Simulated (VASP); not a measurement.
A run of VASP 6.6.1 is set up as follows.

File INCAR:

```
SYSTEM = MoS2
ALGO = Normal ; EDIFF = 1E-6
ENCUT = 520 ; ISIF = 2
ISMEAR = -1 ; LASPH = .TRUE.
LCHARG = .FALSE. ; LREAL = .FALSE.
LWAVE = .FALSE. ; NBANDS = 20
NELM = 60 ; PREC = Accurate
SIGMA = 0.1
```

KPOINTS

```
k-points
0
G
  10 10 5
  0 0 0
```

POSCAR

```
MoS2
1.0
    3.3062094019      0.0000000000      0.0000000000
   -1.6531047010      2.8632691693      0.0000000000
    0.0000000000      0.0000000000      6.4664930513
Mo S
1 2
Direct
    0.0000000000      0.0000000000      0.5000000000
    0.3333333333      0.6666666667      0.2553200000
    0.6666666667      0.3333333333      0.7446800000
```

Potentials or basis: VASP PAW LDA potentials, release 64 (Mo_sv, S).

The run is started by

```bash
$ cat potpaw_LDA.64/Mo_sv/POTCAR potpaw_LDA.64/S/POTCAR > POTCAR
$ mpirun -np 1 vasp_std > vasp.out
```

Predict the largest force.

1.150 eV/Å.

Estimate the pressure.

-13.2 GPa.

Stress tensor (GPa, compression positive):
```
-13.89   0.00   0.00
  0.00 -13.89   0.00
  0.00   0.00 -11.87
```

Caveat: forces of over 1 eV/Å act on the atoms, so gaps and moduli don't describe the material at rest.
